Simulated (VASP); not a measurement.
Here is a VASP 6.6.1 calculation.

File INCAR:

```
SYSTEM = Cl
  PREC = Accurate
  ENCUT = 500
  EDIFF = 1E-6
  ISMEAR = -1
  SIGMA = 0.1
  LREAL = .False.
  LASPH = .True.
  NELM = 120
  ALGO = Normal
  ISIF = 2
  LWAVE = .False.
  LCHARG = .True.
  GGA = CA
  LELF = .True.
  LVHAR = .True.
  NBANDS = 10
  GGA_COMPAT = .False.
```

The input KPOINTS:

```
regular mesh
0
Gamma
  15 15 15
  0 0 0
```

The input POSCAR:

```
Cl
1.0
    0.0000000000      2.0873890683      2.0873890683
    2.0873890683      0.0000000000      2.0873890683
    2.0873890683      2.0873890683      0.0000000000
Cl
1
Direct
    0.0000000000      0.0000000000      0.0000000000
```

Potentials or basis: VASP PAW LDA potentials, release 64 (Cl).

Command:

```bash
$ cat potpaw_LDA.64/Cl/POTCAR > POTCAR
$ mpirun -np 1 vasp_std > vasp.out
```

**Question.** Estimate the pressure.

**Answer.** -0.1 GPa.

**Question.** Predict the band gap on the k mesh.

**Answer.** Zero (an odd number of electrons rules out a gap without spin polarisation).

Caveat: an odd number of electrons without spin polarisation forces a metal; a magnetic or distorted state may lie lower.
